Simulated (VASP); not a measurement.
# SrO (P6_3mc) in VASP: single point with PBE

Aim: the single point of SrO with PBE.

All numbers are computed with VASP 6.6.1; they aren't measurements. Logs are shortened: lines on timing, memory, paths and dates and some standing lists are left out, and cuts for length are marked.

**1. The cell of the first run**

It takes space group P6_3mc (No. 186, hexagonal). Conventional cell: a = 4.275 Å, b = 4.275 Å, c = 5.156 Å, α = 90.00°, β = 90.00°, γ = 120.00°. Within 3.3 Å of Sr (site symmetry 3m) lie 5 O at 2.47 to 2.58 Å. Within 3.3 Å of O (site symmetry 3m) lie 5 Sr at 2.47 to 2.58 Å.

**2. Single point, PBE**

Contents of INCAR:

```
ALGO = Normal
EDIFF = 1E-6
ENCUT = 520
GGA = PE
ISIF = 2
ISMEAR = 0
ISYM = 0
LASPH = T
LCHARG = F
LREAL = Auto
LWAVE = F
NBANDS = 78
NELM = 60
PREC = Accurate
SIGMA = 0.1
```

Contents of KPOINTS:

```
Automatic mesh
0
Gamma
  2 2 2
  0.5 0.5 0.5
```

Contents of POSCAR:

```
SrO
1.0
    2.1377331328      3.7026623990      5.1555949900
    2.1377331328      3.7026623990     -5.1555949900
   -6.4131993984      3.7026623990      0.0000000000
Sr O
8 8
Direct
    0.7190638500      0.7809361500      0.1666666667
    0.9690638500      0.0309361500      0.6666666667
    0.2190638500      0.2809361500      0.1666666667
    0.4690638500      0.5309361500      0.6666666667
    0.4690638500      0.0309361500      0.8333333333
    0.7190638500      0.2809361500      0.3333333333
    0.9690638500      0.5309361500      0.8333333333
    0.2190638500      0.7809361500      0.3333333333
    0.4684361500      0.0315638500      0.1666666667
    0.7184361500      0.2815638500      0.6666666667
    0.9684361500      0.5315638500      0.1666666667
    0.2184361500      0.7815638500      0.6666666667
    0.7184361500      0.7815638500      0.8333333333
    0.9684361500      0.0315638500      0.3333333333
    0.2184361500      0.2815638500      0.8333333333
    0.4684361500      0.5315638500      0.3333333333
```

Potentials or basis: VASP PAW PBE potentials, release 64 (Sr_sv, O).

Launch:

```sh
cat potpaw_PBE.64/Sr_sv/POTCAR potpaw_PBE.64/O/POTCAR > POTCAR
mpirun -np 1 vasp_std > vasp.out
```

OUTCAR:

```text
EDIFF = 1E-6
   ENCUT = 520
   GGA = PE
   ISIF = 2
   ISMEAR = 0
   ISYM = 0
   LASPH = T
   LREAL = Auto
   NELM = 60
   PREC = Accurate

 ion  position               nearest neighbor table
   1  0.719  0.781  0.167-  14 2.47  16 2.47  13 2.47  11 2.57   9 2.58   8 3.57   6 3.57   6 3.57
                             8 3.57   5 3.57   7 3.57   4 4.28   3 4.28   2 4.28   3 4.28   4 4.28
   2  0.969  0.031  0.667-  15 2.47  13 2.47  14 2.47  12 2.57  10 2.58   7 3.57   5 3.57   7 3.57
                             5 3.57   8 3.57   6 3.57   1 4.28   4 4.28   3 4.28   4 4.28   3 4.28
   3  0.219  0.281  0.167-  16 2.47  14 2.47  15 2.47   9 2.57  11 2.58   8 3.57   6 3.57   8 3.57
                             6 3.57   5 3.57   7 3.57   2 4.28   4 4.28   1 4.28   1 4.28   4 4.28
   4  0.469  0.531  0.667-  13 2.47  15 2.47  16 2.47  10 2.57  12 2.58   7 3.57   5 3.57   5 3.57
                             7 3.57   8 3.57   6 3.57   3 4.28   2 4.28   1 4.28   2 4.28   3 4.28
   5  0.469  0.031  0.833-  12 2.47  10 2.47   9 2.47  13 2.57  15 2.58   4 3.57   2 3.57   4 3.57
                             2 3.57   1 3.57   3 3.57   8 4.28   7 4.28   6 4.28   7 4.28   8 4.28
   6  0.719  0.281  0.333-   9 2.47  11 2.47  10 2.47  14 2.57  16 2.58   1 3.57   3 3.57   3 3.57
                             1 3.57   4 3.57   2 3.57   5 4.28   8 4.28   7 4.28   8 4.28   7 4.28
   7  0.969  0.531  0.833-  10 2.47  12 2.47  11 2.47  15 2.57  13 2.58   2 3.57   4 3.57   4 3.57
                             2 3.57   1 3.57   3 3.57   6 4.28   8 4.28   5 4.28   5 4.28   8 4.28
   8  0.219  0.781  0.333-  11 2.47   9 2.47  12 2.47  16 2.57  14 2.58   3 3.57   1 3.57   3 3.57
                             1 3.57   4 3.57   2 3.57   7 4.28   6 4.28   5 4.28   6 4.28   7 4.28
   9  0.468  0.032  0.167-   6 2.47   8 2.47   5 2.47   3 2.57   1 2.58
  10  0.718  0.282  0.667-   7 2.47   5 2.47   6 2.47   4 2.57   2 2.58
  11  0.968  0.532  0.167-   8 2.47   6 2.47   7 2.47   1 2.57   3 2.58
  12  0.218  0.782  0.667-   5 2.47   7 2.47   8 2.47   2 2.57   4 2.58
  13  0.718  0.782  0.833-   4 2.47   2 2.47   1 2.47   5 2.57   7 2.58
  14  0.968  0.032  0.333-   1 2.47   3 2.47   2 2.47   6 2.57   8 2.58
  15  0.218  0.282  0.833-   2 2.47   4 2.47   3 2.47   7 2.57   5 2.58
  16  0.468  0.532  0.333-   3 2.47   1 2.47   4 2.47   8 2.57   6 2.58

IMPORTANT INFORMATION: All symmetrisations will be switched off!
NOSYMM: (Re-)initialisation of all symmetry stuff for point group C_1.

----------------------------------------------------------------------------------------

                                     Primitive cell

  volume of cell :     326.4648

  direct lattice vectors                    reciprocal lattice vectors
     2.137733133  3.702662399  5.155594990     0.058473155  0.101278475  0.096982017
     2.137733133  3.702662399 -5.155594990     0.058473155  0.101278475 -0.096982017
    -6.413199398  3.702662399  0.000000000    -0.116946309  0.067518983  0.000000000

  length of vectors
     6.697743761  6.697743761  7.405324798     0.151927453  0.151927453  0.135037966

  position of ions in fractional coordinates (direct lattice)
     0.719063850  0.780936150  0.166666667
     0.969063850  0.030936150  0.666666667
     0.219063850  0.280936150  0.166666667
     0.469063850  0.530936150  0.666666667
     0.469063850  0.030936150  0.833333333
     0.719063850  0.280936150  0.333333333
[... 8 lines left out ...]
     0.218436150  0.281563850  0.833333333
     0.468436150  0.531563850  0.333333333

  ion indices of the primitive-cell ions
   primitive index   ion index
                 1           1
                 2           2
                 3           3
                 4           4
                 5           5
                 6           6
[... 8 lines left out ...]
                15          15
                16          16

----------------------------------------------------------------------------------------

 KPOINTS: Automatic mesh

Automatic generation of k-mesh.
 Grid dimensions read from file:
 generate k-points for:    2    2    2

 Generating k-lattice:

  Cartesian coordinates                     Fractional coordinates (reciprocal lattice)
     0.029236577  0.050639237  0.048491008     0.500000000  0.000000000  0.000000000
     0.029236577  0.050639237 -0.048491008     0.000000000  0.500000000  0.000000000
    -0.058473155  0.033759492  0.000000000    -0.000000000 -0.000000000  0.500000000

  Length of vectors
     0.075963726  0.075963726  0.067518983

  Shift w.r.t. Gamma in fractional coordinates (k-lattice)
     0.500000000  0.500000000  0.500000000

 Subroutine IBZKPT returns following result:
 ===========================================

 Found      4 irreducible k-points:

 Following reciprocal coordinates:
            Coordinates               Weight
  0.250000  0.250000  0.250000      2.000000
 -0.250000 -0.250000  0.250000      2.000000
 -0.250000  0.250000  0.250000      2.000000
  0.250000 -0.250000  0.250000      2.000000
   k-points           NKPTS =      4   k-points in BZ     NKDIM =      4   number of bands    NBANDS=     78
   number of dos      NEDOS =    301   number of ions     NIONS =     16
   total plane-waves  NPLWV = 140000
   dimension x,y,z NGX =    50 NGY =   50 NGZ =   56
   dimension x,y,z NGXF=   100 NGYF=  100 NGZF=  112
   ions per type =               8   8
   NGX,Y,Z   is equivalent  to a cutoff of  12.41, 12.41, 12.57 a.u.
   NGXF,Y,Z  is equivalent  to a cutoff of  24.82, 24.82, 25.14 a.u.
 SYSTEM =  unknown system
   PREC   = accura    normal or accurate (medium, high low for compatibility)
   ISTART =      0    job   : 0-new  1-cont  2-samecut
   ICHARG =      2    charge: 1-file 2-atom 10-const
   ISPIN  =      1    spin polarized calculation?
   LNONCOLLINEAR =      F non collinear calculations
   LSORBIT =      F    spin-orbit coupling
   LASPH  =      T    aspherical Exc in radial PAW
   ENCUT  =  520.0 eV  38.22 Ry    6.18 a.u.  12.45 12.45 13.77*2*pi/ulx,y,z
   NELM   =     60;   NELMIN=  2; NELMDL= -5     # of ELM steps
   EDIFF  = 0.1E-05   stopping-criterion for ELM
   LREAL  =      T    real-space projection
   EDIFFG = 0.1E-04   stopping-criterion for IOM
   NSW    =      0    number of steps for IOM
   IBRION =     -1    ionic relax: 0-MD 1-quasi-New 2-CG
   NFREE  =      0    steps in history (QN), initial steepest desc. (CG)
   ISIF   =      2    stress and relaxation
   ISYM   =      0    0-nonsym 1-usesym 2-fastsym
   POTIM  = 0.5000    time-step for ionic-motion
   TEBEG  =    0.0;   TEEND  =   0.0 temperature during run
   PSTRESS=    0.0 pullay stress
   NELECT =     128.0000    total number of electrons
   NUPDOWN=      -1.0000    fix difference up-down
   EMIN   =  10.00;   EMAX   =-10.00  energy-range for DOS
   EFERMI =   0.00;   METHOD = LEGACY
   ISMEAR =     0;   SIGMA  =   0.10  broadening in eV -4-tet -1-fermi 0-gaus
   EFERMI_NEDOS =   21; number of points for ismear=-14 and -15
   IALGO  =     38    algorithm
   IMIX   =      4    mixing-type and parameters
     AMIX     =   0.40;   BMIX     =  1.00
     AMIX_MAG =   1.60;   BMIX_MAG =  1.00
  volume/ion in A,a.u.               =      20.40       137.69
  Fermi-wavevector in a.u.,A,eV,Ry     =   1.198209  2.264287 19.533960  1.435706
  Thomas-Fermi vector in A             =   2.334104
   LORBIT       =      0    0 simple, 1 ext, 2 COOP (PROOUT), +10 PAW based schemes
   GGA     = PE    functional components
   LHFCALC =     F    Hartree Fock is set to
   AEXX    =    0.0000 exact exchange contribution
   IVDW    =     0    specifies the selected vdW correction
   LEPSILON=     F    determine dielectric tensor
   LRPA    =     F    only Hartree local field effects (RPA)
 non-spin polarized calculation
 Gauss-broadening in eV      SIGMA  =   0.10
  energy-cutoff  :      520.00
  volume of cell :      326.46
 maximum number of plane-waves:      8788
 NGX is ok and might be reduce to    50
   NGX = 25   NGY = 25   NGZ = 27

 number of electron     128.0000000 magnetization

 Free energy of the ion-electron system (eV)
  ---------------------------------------------------
  ext. energy  EPLUGINS =         0.00000000
  ---------------------------------------------------
  free energy    TOTEN  =       -95.60090979 eV

  energy without entropy =      -95.60090979  energy(sigma->0) =      -95.60090979

 E-fermi :   1.1648     XC(G=0):  -8.9398

 val. band max:        0.6145835389   @ k =   0.2500   0.2500   0.2500
 cond. band min:       4.3426786274   @ k =  -0.2500   0.2500   0.2500
 fundamental gap:      3.7280950885
 Fermi energy:         1.1647623099

 k-point     1 :       0.2500    0.2500    0.2500
  band No.  band energies     occupation
      1     -31.6282      2.00000
      2     -31.5854      2.00000
      3     -31.5656      2.00000
      4     -31.5655      2.00000
      5     -31.5563      2.00000
      6     -31.5563      2.00000
[... 68 lines left out ...]
     75       7.7042      0.00000
     76       7.9081      0.00000

 k-point     2 :      -0.2500   -0.2500    0.2500
  band No.  band energies     occupation
      1     -31.6282      2.00000
      2     -31.5854      2.00000
      3     -31.5656      2.00000
      4     -31.5655      2.00000
      5     -31.5563      2.00000
      6     -31.5563      2.00000
[... 68 lines left out ...]
     75       7.7042      0.00000
     76       7.9082      0.00000

 k-point     3 :      -0.2500    0.2500    0.2500
  band No.  band energies     occupation
      1     -31.6269      2.00000
      2     -31.5884      2.00000
      3     -31.5765      2.00000
      4     -31.5765      2.00000
      5     -31.5377      2.00000
      6     -31.5377      2.00000
[... 68 lines left out ...]
     75       7.0874      0.00000
     76       7.2669      0.00000

 k-point     4 :       0.2500   -0.2500    0.2500
  band No.  band energies     occupation
      1     -31.6269      2.00000
      2     -31.5884      2.00000
      3     -31.5765      2.00000
      4     -31.5765      2.00000
      5     -31.5377      2.00000
      6     -31.5377      2.00000
[... 68 lines left out ...]
     75       7.0874      0.00000
     76       7.2669      0.00000
 [bands above 76 left out]

------------------------ aborting loop because EDIFF is reached ----------------------------------------

  FORCE on cell =-STRESS in cart. coord.  units (eV):
  Direction    XX          YY          ZZ          XY          YZ          ZX
  --------------------------------------------------------------------------------------
  -------------------------------------------------------------------------------------
  Total        2.5472011      2.5715561      3.2323969      0.0210542      0.0000055      0.0000009
  in kB       12.5007891     12.6203152     15.8634952      0.1033267      0.0000268      0.0000044
  external PRESSURE =      13.6615332 kB  Pullay stress =       0.0000000 kB

 VOLUME and BASIS-vectors are now :
 -----------------------------------------------------------------------------
  energy-cutoff  :      520.00
  volume of cell :      326.46
      direct lattice vectors                 reciprocal lattice vectors
     2.137733133  3.702662399  5.155594990     0.058473155  0.101278475  0.096982017
     2.137733133  3.702662399 -5.155594990     0.058473155  0.101278475 -0.096982017
    -6.413199398  3.702662399  0.000000000    -0.116946309  0.067518983  0.000000000

 POSITION                                       TOTAL-FORCE (eV/Angst)
 -----------------------------------------------------------------------------------
      2.13773      6.17110     -0.31899         0.001535     -0.000900     -0.014213
     -2.13773      6.17110      4.83661         0.000092     -0.000103     -0.015016
     -0.00000      2.46844     -0.31899         0.001491     -0.000851     -0.014336
     -2.13773      6.17110     -0.31899         0.000146     -0.000045     -0.015102
     -4.27547      4.93688      2.25881        -0.000093     -0.000007     -0.015032
      0.00000      4.93688      2.25881        -0.001451      0.000941     -0.014288
[... 8 lines left out ...]
     -4.27547      4.93688     -0.32546        -0.001645      0.000947      0.014142
      0.00000      4.93688     -0.32546        -0.004768      0.002750      0.015200
 -----------------------------------------------------------------------------------
    total drift:                                0.000018      0.000002      0.006588

  FREE ENERGIE OF THE ION-ELECTRON SYSTEM (eV)
  ---------------------------------------------------
  free  energy   TOTEN  =       -95.6009097934 eV

  energy  without entropy=      -95.6009097934  energy(sigma->0) =      -95.60090979
```

Wall time 2 min (1 thread of Intel Xeon Platinum 8488C (Sapphire Rapids), shared host); peak memory 0.38 GiB.

Results:

| Quantity | Value |
| --- | --- |
| Free energy | -95.6009 eV |
| Pressure | 1.4 GPa |
| Largest force | 0.016 eV/Å |
| Band gap on the k mesh | 3.73 eV |

Forces in eV/Å, atoms in the order of the input:
```
Sr   0.002 -0.001 -0.014
Sr   0.000  0.000 -0.015
Sr   0.001 -0.001 -0.014
Sr   0.000  0.000 -0.015
Sr   0.000  0.000 -0.015
Sr  -0.001  0.001 -0.014
Sr   0.000  0.000 -0.015
Sr  -0.002  0.001 -0.014
O    0.005 -0.003  0.015
O    0.002 -0.001  0.014
O    0.005 -0.003  0.015
O    0.002 -0.001  0.014
O   -0.002  0.001  0.014
O   -0.005  0.003  0.015
O   -0.002  0.001  0.014
O   -0.005  0.003  0.015
```

Levels at points of the mesh, in eV from the valence-band top:
```tsv
k point	band 62	band 63	band 64	band 65	band 66	band 67
(0.25, 0.25, 0.25)	-0.15	-0.06	0.00	4.12	4.14	4.17
```

Caveat: a shifted mesh leaves out Γ, where band edges can lie.
